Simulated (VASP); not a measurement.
# C in VASP: single point with PBE+D3(BJ)

Aim: the single point of C with PBE+D3(BJ).

All numbers are computed with VASP 6.6.1; they aren't measurements. Logs are shortened: lines on timing, memory, paths and dates and some standing lists are left out, and cuts for length are marked.

## (1) The cell of the first run

The cell holds a slab with vacuum, 4 atoms: a = 2.466 Å, b = 2.466 Å, c = 17.500 Å, α = 90.00°, β = 90.00°, γ = 120.00°.

## (2) Single point, PBE+D3(BJ)

INCAR

```
ALGO     = Normal         # electronic algorithm
DIPOL    = 0.5 0.5 0.349
EDIFF    = 1E-7           # SCF threshold, eV
ENCUT    = 520            # plane-wave cutoff, eV
GGA      = PE             # functional
IDIPOL   = 3            
ISIF     = 2              # what is computed and relaxed
ISMEAR   = 0              # smearing method
IVDW     = 12             # dispersion correction
LASPH    = True           # aspherical terms in the spheres
LCHARG   = True           # write CHGCAR
LDIPOL   = True         
LELF     = True           # ELF
LREAL    = False          # projectors in reciprocal space
LVACPOTAV= True         
LVHAR    = True         
LWAVE    = False          # write WAVECAR
NBANDS   = 16             # bands
NELM     = 80             # most SCF steps
PREC     = Accurate       # precision mode
SIGMA    = 0.1            # smearing width, eV
```

KPOINTS

```
k-points
0
Gamma
  15 15 1
```

POSCAR

```
C
1.0
    2.4656524409      0.0000000000      0.0000000000
   -1.2328262205      2.1353176507      0.0000000000
    0.0000000000      0.0000000000     17.5000663885
C
4
Direct
    0.6666666667      0.3333333333      0.2571437784
    0.3333333333      0.6666666667      0.2571418816
    0.6666666667      0.3333333333      0.4405735508
    1.0000000000      0.0000000000      0.4405716540
```

Potentials or basis: VASP PAW PBE potentials, release 64 (C).

Command:

```
cat potpaw_PBE.64/C/POTCAR > POTCAR
mpirun -np 1 vasp_std > vasp.out
```

OUTCAR:

```text
EDIFF = 1E-7
   ENCUT = 520
   GGA = PE
   ISIF = 2
   ISMEAR = 0
   IVDW = 12
   LASPH = True
   LREAL = False
   NELM = 80
   PREC = Accurate
 IVDW          = 12

 ion  position               nearest neighbor table
   1  0.667  0.333  0.257-   2 1.42   2 1.42   2 1.42
   2  0.333  0.667  0.257-   1 1.42   1 1.42   1 1.42
   3  0.667  0.333  0.441-   4 1.42   4 1.42   4 1.42
   4  0.000  0.000  0.441-   3 1.42   3 1.42   3 1.42

  LATTYP: Found a hexagonal cell.
 ALAT       =     2.4656524409
 C/A-ratio  =     7.0975398228

  Lattice vectors:

 A1 = (   2.4656524409,   0.0000000000,   0.0000000000)
 A2 = (  -1.2328262205,   2.1353176507,   0.0000000000)
 A3 = (   0.0000000000,   0.0000000000,  17.5000663885)

Analysis of symmetry for initial positions (statically):
=====================================================================
 Subroutine PRICEL returns:
 Original cell was already a primitive cell.

 Routine SETGRP: Setting up the symmetry group for a
 hexagonal supercell.

 Subroutine GETGRP returns: Found 12 space group operations
 (whereof  6 operations were pure point group operations)
 out of a pool of 24 trial point group operations.

The static configuration has the point symmetry C_3v.
 The point group associated with its full space group is D_3d.

Analysis of symmetry for dynamics (positions and initial velocities):
=====================================================================
 Subroutine PRICEL returns:
 Original cell was already a primitive cell.

 Routine SETGRP: Setting up the symmetry group for a
 hexagonal supercell.

 Subroutine GETGRP returns: Found 12 space group operations
 (whereof  6 operations were pure point group operations)
 out of a pool of 24 trial point group operations.

The dynamic configuration has the point symmetry C_3v.
 The point group associated with its full space group is D_3d.

 Subroutine INISYM returns: Found 12 space group operations
 (whereof  6 operations are pure point group operations),
 and found     1 'primitive' translations

----------------------------------------------------------------------------------------

                                     Primitive cell

  volume of cell :      92.1370

  direct lattice vectors                    reciprocal lattice vectors
     2.465652441  0.000000000  0.000000000     0.405572166  0.234157199  0.000000000
    -1.232826221  2.135317651  0.000000000     0.000000000  0.468314398  0.000000000
     0.000000000  0.000000000 17.500066388     0.000000000  0.000000000  0.057142640

  length of vectors
     2.465652441  2.465652441 17.500066388     0.468314398  0.468314398  0.057142640

  position of ions in fractional coordinates (direct lattice)
     0.666666667  0.333333333  0.257143778
     0.333333333  0.666666667  0.257141882
     0.666666667  0.333333333  0.440573551
     0.000000000  0.000000000  0.440571654

  ion indices of the primitive-cell ions
   primitive index   ion index
                 1           1
                 2           2
                 3           3
                 4           4

----------------------------------------------------------------------------------------

 KPOINTS: k-points

Automatic generation of k-mesh.
 Grid dimensions read from file:
 generate k-points for:   15   15    1

 Generating k-lattice:

  Cartesian coordinates                     Fractional coordinates (reciprocal lattice)
     0.027038144  0.015610480  0.000000000     0.066666667  0.000000000  0.000000000
     0.000000000  0.031220960  0.000000000     0.000000000  0.066666667  0.000000000
     0.000000000  0.000000000  0.057142640     0.000000000  0.000000000  1.000000000

  Length of vectors
     0.031220960  0.031220960  0.057142640

  Shift w.r.t. Gamma in fractional coordinates (k-lattice)
     0.000000000  0.000000000  0.000000000

 Subroutine IBZKPT returns following result:
 ===========================================

 Found     27 irreducible k-points:

 Following reciprocal coordinates:
            Coordinates               Weight
  0.000000  0.000000  0.000000      1.000000
  0.066667  0.000000  0.000000      6.000000
  0.133333  0.000000  0.000000      6.000000
  0.200000  0.000000  0.000000      6.000000
  0.266667  0.000000  0.000000      6.000000
  0.333333  0.000000  0.000000      6.000000
[... 16 lines left out ...]
  0.333333  0.200000  0.000000     12.000000
  0.400000  0.200000  0.000000      6.000000
 [... further k-points ...]
   k-points           NKPTS =     27   k-points in BZ     NKDIM =     27   number of bands    NBANDS=     16
   number of dos      NEDOS =    301   number of ions     NIONS =      4
   total plane-waves  NPLWV =  45360
   dimension x,y,z NGX =    18 NGY =   18 NGZ =  140
   dimension x,y,z NGXF=    36 NGYF=   36 NGZF=  280
   ions per type =               4
   NGX,Y,Z   is equivalent  to a cutoff of  12.14, 12.14, 13.30 a.u.
   NGXF,Y,Z  is equivalent  to a cutoff of  24.27, 24.27, 26.60 a.u.
 SYSTEM =  unknown system
   PREC   = accura    normal or accurate (medium, high low for compatibility)
   ISTART =      0    job   : 0-new  1-cont  2-samecut
   ICHARG =      2    charge: 1-file 2-atom 10-const
   ISPIN  =      1    spin polarized calculation?
   LNONCOLLINEAR =      F non collinear calculations
   LSORBIT =      F    spin-orbit coupling
   LASPH  =      T    aspherical Exc in radial PAW
   ENCUT  =  520.0 eV  38.22 Ry    6.18 a.u.   4.58  4.58 32.54*2*pi/ulx,y,z
   NELM   =     80;   NELMIN=  2; NELMDL= -5     # of ELM steps
   EDIFF  = 0.1E-06   stopping-criterion for ELM
   LREAL  =      F    real-space projection
   EDIFFG = 0.1E-05   stopping-criterion for IOM
   NSW    =      0    number of steps for IOM
   IBRION =     -1    ionic relax: 0-MD 1-quasi-New 2-CG
   NFREE  =      0    steps in history (QN), initial steepest desc. (CG)
   ISIF   =      2    stress and relaxation
   ISYM   =      2    0-nonsym 1-usesym 2-fastsym
   POTIM  = 0.5000    time-step for ionic-motion
   TEBEG  =    0.0;   TEEND  =   0.0 temperature during run
   PSTRESS=    0.0 pullay stress
   NELECT =      16.0000    total number of electrons
   NUPDOWN=      -1.0000    fix difference up-down
   EMIN   =  10.00;   EMAX   =-10.00  energy-range for DOS
   EFERMI =   0.00;   METHOD = LEGACY
   ISMEAR =     0;   SIGMA  =   0.10  broadening in eV -4-tet -1-fermi 0-gaus
   EFERMI_NEDOS =   21; number of points for ismear=-14 and -15
   IALGO  =     38    algorithm
   IMIX   =      4    mixing-type and parameters
     AMIX     =   0.40;   BMIX     =  1.00
     AMIX_MAG =   1.60;   BMIX_MAG =  1.00
  volume/ion in A,a.u.               =      23.03       155.44
  Fermi-wavevector in a.u.,A,eV,Ry     =   0.913349  1.725980 11.350070  0.834207
  Thomas-Fermi vector in A             =   2.037850
   LORBIT       =      0    0 simple, 1 ext, 2 COOP (PROOUT), +10 PAW based schemes
   GGA     = PE    functional components
   LHFCALC =     F    Hartree Fock is set to
   AEXX    =    0.0000 exact exchange contribution
   IVDW    =    12    specifies the selected vdW correction
   LEPSILON=     F    determine dielectric tensor
   LRPA    =     F    only Hartree local field effects (RPA)
 non-spin polarized calculation
 Gauss-broadening in eV      SIGMA  =   0.10
  energy-cutoff  :      520.00
  volume of cell :       92.14
 maximum number of plane-waves:      2516
   NGX =  9   NGY =  9   NGZ = 65

 dipolmoment           0.000000      0.000000      0.000235 electrons x Angstroem

 number of electron      15.9999996 magnetization

 dipolmoment           0.000000      0.000000     -0.000259 electrons x Angstroem

 Free energy of the ion-electron system (eV)
  ---------------------------------------------------
  ext. energy  EPLUGINS =         0.00000000
  ---------------------------------------------------
  free energy    TOTEN  =       -36.85142711 eV

  energy without entropy =      -36.85042459  energy(sigma->0) =      -36.85092585

 E-fermi :  -0.8568     XC(G=0):  -4.4038

 val. band max:       -0.8590131625   @ k =   0.3333   0.3333   0.0000
 cond. band min:      -0.8546034115   @ k =   0.3333   0.3333   0.0000
 fundamental gap:      0.0044097510
 Fermi energy:        -0.8568082868

 k-point     1 :       0.0000    0.0000    0.0000
  band No.  band energies     occupation
      1     -20.4655      2.00000
      2     -20.2549      2.00000
      3      -9.0394      2.00000
      4      -7.8331      2.00000
      5      -3.8802      2.00000
      6      -3.8802      2.00000
[... 8 lines left out ...]
     15       7.4598      0.00000
     16       7.4982      0.00000

 k-point     2 :       0.0667    0.0000    0.0000
  band No.  band energies     occupation
      1     -20.3597      2.00000
      2     -20.1504      2.00000
      3      -8.9119      2.00000
      4      -7.7103      2.00000
      5      -4.3085      2.00000
      6      -4.2859      2.00000
[... 8 lines left out ...]
     15       7.5600      0.00000
     16       7.9108      0.00000

 k-point     3 :       0.1333    0.0000    0.0000
  band No.  band energies     occupation
      1     -20.0433      2.00000
      2     -19.8377      2.00000
      3      -8.5316      2.00000
      4      -7.3446      2.00000
      5      -5.4447      2.00000
      6      -5.4058      2.00000
[... 8 lines left out ...]
     15       7.6138      0.00000
     16       9.0576      0.00000
[... 362 lines left out ...]
 k-point    23 :       0.3333    0.2000    0.0000
  band No.  band energies     occupation
      1     -15.5074      2.00000
      2     -15.3612      2.00000
      3     -12.5329      2.00000
      4     -12.4302      2.00000
      5      -9.5800      2.00000
      6      -9.5083      2.00000
[... 8 lines left out ...]
     15      10.7180      0.00000
     16      11.1237      0.00000

 k-point    24 :       0.4000    0.2000    0.0000
  band No.  band energies     occupation
      1     -14.5487      2.00000
      2     -14.4722      2.00000
      3     -13.5386      2.00000
      4     -13.4904      2.00000
      5      -9.7147      2.00000
      6      -9.6392      2.00000
[... 8 lines left out ...]
     15      11.1361      0.00000
     16      11.2619      0.00000

 [... further k-points ...]

------------------------ aborting loop because EDIFF is reached ----------------------------------------

 Edisp (eV)   -0.49419

 E8    (eV) :    -0.1485

  FORCE on cell =-STRESS in cart. coord.  units (eV):
  Direction    XX          YY          ZZ          XY          YZ          ZX
  --------------------------------------------------------------------------------------
  -------------------------------------------------------------------------------------
  Total       0.09933     0.09933     0.24077    -0.00000     0.00000     0.00000
  in kB       1.72717     1.72717     4.18681    -0.00000     0.00000     0.00000
  external pressure =        2.55 kB  Pullay stress =        0.00 kB

 VOLUME and BASIS-vectors are now :
 -----------------------------------------------------------------------------
  energy-cutoff  :      520.00
  volume of cell :       92.14
      direct lattice vectors                 reciprocal lattice vectors
     2.465652441  0.000000000  0.000000000     0.405572166  0.234157199  0.000000000
    -1.232826221  2.135317651  0.000000000     0.000000000  0.468314398  0.000000000
     0.000000000  0.000000000 17.500066388     0.000000000  0.000000000  0.057142640

 POSITION                                       TOTAL-FORCE (eV/Angst)
 -----------------------------------------------------------------------------------
      1.23283      0.71177      4.50003         0.000000      0.000000     -0.026163
     -0.00000      1.42355      4.50000         0.000000      0.000000     -0.056600
      1.23283      0.71177      7.71007        -0.000000     -0.000000      0.026163
      0.00000      0.00000      7.71003        -0.000000     -0.000000      0.056600
 -----------------------------------------------------------------------------------
    total drift:                                0.000000      0.000000     -0.059233

  FREE ENERGIE OF THE ION-ELECTRON SYSTEM (eV)
  ---------------------------------------------------
  free  energy   TOTEN  =       -37.3456156491 eV

  energy  without entropy=      -37.3446131329  energy(sigma->0) =      -37.34511439

 vacuum level on the upper side and lower side of the slab         3.439         3.448
```

Wall time 68 s (1 thread of Intel Xeon Platinum 8375C at 2.90GHz (Ice Lake), shared host); peak memory 0.2 GiB.

Results:

```yaml
Free_energy: -37.3456 eV
Largest_force: 0.057 eV/Å
Dispersion_energy_per_atom: -0.124 eV
```

Forces on the atoms (eV/Å):
```
C    0.000  0.000 -0.026
C    0.000  0.000 -0.057
C    0.000  0.000  0.026
C    0.000  0.000  0.057
```
